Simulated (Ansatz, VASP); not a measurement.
One calculation of Sb, two programs

```
CELL_PARAMETERS angstrom
3.16000 0.00000 0.00000
0.00000 3.16000 0.00000
0.00000 0.00000 3.16000
ATOMIC_POSITIONS crystal
Sb 0.00000 0.00000 0.00000
```

Alike in both runs: task single point; functional PBE; k mesh 8 × 8 × 8; occupations gaussian, width 0.05 eV; no spin polarisation.

|  | VASP | Ansatz |
| --- | --- | --- |
| version | VASP 6.6.1 | Ansatz 0.2.0 |
| potentials or method | VASP PAW PBE potentials, release 64 (Sb), cutoff 500 eV | all-electron LAPW, scalar-relativistic |

VASP gave:

| Quantity | Value |
| --- | --- |
| gap on the k mesh at the Fermi level (eV) | none |
| pressure (GPa) | -2.3 |

Question: Which values does Ansatz return?

Answer: gap on the k mesh at the Fermi level (eV): none; pressure (GPa): -2.2.

A gap of «none» marks a metal or a gap that the smearing closes. Ansatz ran all-electron here, and VASP with PAW potentials.

Neither program's run includes spin-orbit coupling.
